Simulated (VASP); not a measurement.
CsPbBr3, 5 atoms in the cell. It takes space group Pm-3m (No. 221, cubic). Conventional cell: a = 5.804 Å, b = 5.804 Å, c = 5.804 Å, α = 90.00°, β = 90.00°, γ = 90.00°. Within 5.4 Å of Cs (site symmetry m-3m) lie 12 Br at 4.10 Å and 8 Pb at 5.03 Å. Pb (site symmetry m-3m) has 6 Br at 2.90 Å within 3.8 Å. Br (site symmetry 4/mmm) has 2 Pb at 2.90 Å within 3.8 Å. 

| Quantity | Value |
| --- | --- |
| Program | VASP 6.6.1 |
| Task | single point |
| Functional | r2SCAN |
| Potentials or basis | VASP PAW PBE potentials, release 64 (Cs_sv, Pb_d, Br) |
| Cutoff | 520 eV |
| k mesh | 6 × 6 × 6 |
| Occupations | gaussian, width 0.01 eV |
| Spin | no spin polarisation |
| Dipole correction | no |
| Further INCAR settings | ALGO = Normal; EDIFF = 1e-07; NBANDS = 30 |

Potentials or basis: VASP PAW PBE potentials, release 64 (Cs_sv, Pb_d, Br).

Run with:

```console
$ cat potpaw_PBE.64/Cs_sv/POTCAR potpaw_PBE.64/Pb_d/POTCAR potpaw_PBE.64/Br/POTCAR > POTCAR
$ cp INCAR.step1 INCAR
$ mpirun -np 1 vasp_std > vasp.out
$ cp INCAR.step2 INCAR
$ mpirun -np 1 vasp_std > vasp.out
```

Hardware: 1 thread of Intel(R) Xeon(R) 6975P-C (Granite Rapids), on a shared host.

Task: How long does it take, and how much memory?

Result: Wall time 5.2 min on 1 thread of Intel(R) Xeon(R) 6975P-C (Granite Rapids), with other jobs on the host, peak memory 0.43 GiB. Counts: k points 20.
